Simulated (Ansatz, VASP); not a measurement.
## Pd in VASP and in Ansatz

File INCAR:

```
ALGO = Normal
EDIFF = 1E-6
ENCUT = 520
GGA = PE
ISIF = 2
ISMEAR = -1
LASPH = T
LCHARG = F
LREAL = F
LWAVE = F
NBANDS = 17
NELM = 60
PREC = Accurate
SIGMA = 0.05
```

Contents of KPOINTS:

```
k-points
0
Gamma
  16 16 16
```

The input POSCAR:

```
Pd
1.0
   -2.1708082487      2.1708082487      1.1656364151
    2.1708082487     -2.1708082487      1.1656364151
    2.1708082487      2.1708082487     -1.1656364151
Pd
2
Direct
   -0.3750000000     -0.1250000000     -0.2500000000
    0.3750000000      0.1250000000      0.2500000000
```

Input for Ansatz:

```yaml
crystal:
  lattice:
    - [-2.1708082487, 2.1708082487, 1.1656364151]
    - [2.1708082487, -2.1708082487, 1.1656364151]
    - [2.1708082487, 2.1708082487, -1.1656364151]
  atoms:
    - { symbol: Pd, position: [-0.375, -0.125, -0.25] }
    - { symbol: Pd, position: [0.375, 0.125, 0.25] }
kpoints:
  mp_grid: { grid: [16, 16, 16] }
  band_path:
    path:
      - [0.0, 0.0, 0.0]
      - [0.0, 0.0, 0.5]
      - [-0.5, 0.5, 0.5]
      - [0.0, 0.0, 0.0]
      - [0.3220814137, 0.3220814137, -0.3220814137]
      - [-0.3220814137, 0.6779185863, 0.3220814137]
      - [-0.5, 0.5, 0.5]
      - [0.0, 0.0, 0.5]
      - [0.25, 0.25, 0.25]
    npoints: 8
scf:
  occupations: { method: fermi_dirac, width: 0.05 }
hamiltonian:
  xc: pbe
  pseudopotentials: { kind: all_electron, lapw: { basis_error: 0.001 } }
output:
  forces: true
  stress: true
  eigenvalues: true
  populations: true
  dos: { projected: true, de: 0.2, e_range: [-14, 8] }
```

Change from the starting cell: volume scaled by 0.65, LAPW.

Alike in both runs: task single point; functional PBE; k mesh 16 × 16 × 16; occupations fermi-dirac, width 0.05 eV; no spin polarisation.

|  | VASP | Ansatz |
| --- | --- | --- |
| version | VASP 6.6.1 | Ansatz 0.2.0 |
| potentials or method | VASP PAW PBE potentials, release 64 (Pd), cutoff 520 eV | all-electron LAPW, scalar-relativistic |

|  | VASP | Ansatz | Ansatz less VASP |
| --- | --- | --- | --- |
| pressure (GPa) | 180.9 | 184.2 | +3.31 |
| traceless stress, the component that is largest in VASP (GPa) | 1.54 | -0.09 | -1.626 |

Both programs put the cell under a high pressure, so it lies far from rest at this level. Ansatz ran all-electron here, and VASP with PAW potentials.

Noted on VASP's run: the cell as given lies far from equilibrium.
